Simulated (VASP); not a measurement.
Write the native input for VASP 6.6.1 that does the following.

- Task: single point
- Functional: PBEsol
- Potentials or basis: VASP PAW PBE potentials, release 64 (Mg, I)
- Cutoff: 520 eV
- k mesh: 10 × 10 × 6
- Occupations: fermi-dirac, width 0.08 eV
- Spin: no spin polarisation
- Dipole correction: no
- Further INCAR settings: ALGO = Normal; EDIFF = 1e-06; NBANDS = 15

The structure of MgI2 lies in POSCAR:

```
MgI2
1.0
    4.1300349228      0.0000000000      0.0000000000
   -2.0650174614      3.5767151617      0.0000000000
    0.0000000000      0.0000000000      7.0219488644
Mg I
1 2
Direct
    0.0000000000      0.0000000000      0.0000000000
    0.3333333333      0.6666666667      0.2376775554
    0.6666666667      0.3333333333      0.7623224446
```

These files were run (other wordings do the same):

INCAR

```
SYSTEM = MgI2
ALGO     = Normal         ! electronic algorithm
EDIFF    = 1E-6           ! SCF threshold, eV
ENCUT    = 520            ! plane-wave cutoff, eV
GGA      = PS             ! functional
ISIF     = 2              ! what is computed and relaxed
ISMEAR   = -1             ! smearing method
LASPH    = .True.         ! aspherical terms in the spheres
LCHARG   = .False.        ! write CHGCAR
LREAL    = .False.        ! projectors in reciprocal space
LWAVE    = .False.        ! write WAVECAR
NBANDS   = 15             ! bands
NELM     = 100            ! most SCF steps
PREC     = Accurate       ! precision mode
SIGMA    = 0.08           ! smearing width, eV
```

KPOINTS

```
k-points
0
Gamma
  10 10 6
  0 0 0
```

Potentials or basis: VASP PAW PBE potentials, release 64 (Mg, I).

Launch:

```bash
$ cat potpaw_PBE.64/Mg/POTCAR potpaw_PBE.64/I/POTCAR > POTCAR
$ mpirun -np 1 vasp_std > vasp.out
```

Results of the run:

* Pressure: 0.0 GPa
* Largest force: 0.005 eV/Å
* Band gap on the k mesh: 3.52 eV (least direct gap 3.69 eV)

Caveat: the PAW data sets were made with another functional, which shifts forces and pressure a little; spin-orbit coupling is left out, which moves the levels of the heavy elements; this functional lacks dispersion, which binds the layers, so the pressure and a relaxed spacing across them are unreliable.

Run time: 110 s on 1 thread of Intel Xeon 8259CL, on a shared host, peak memory 0.3 GiB.
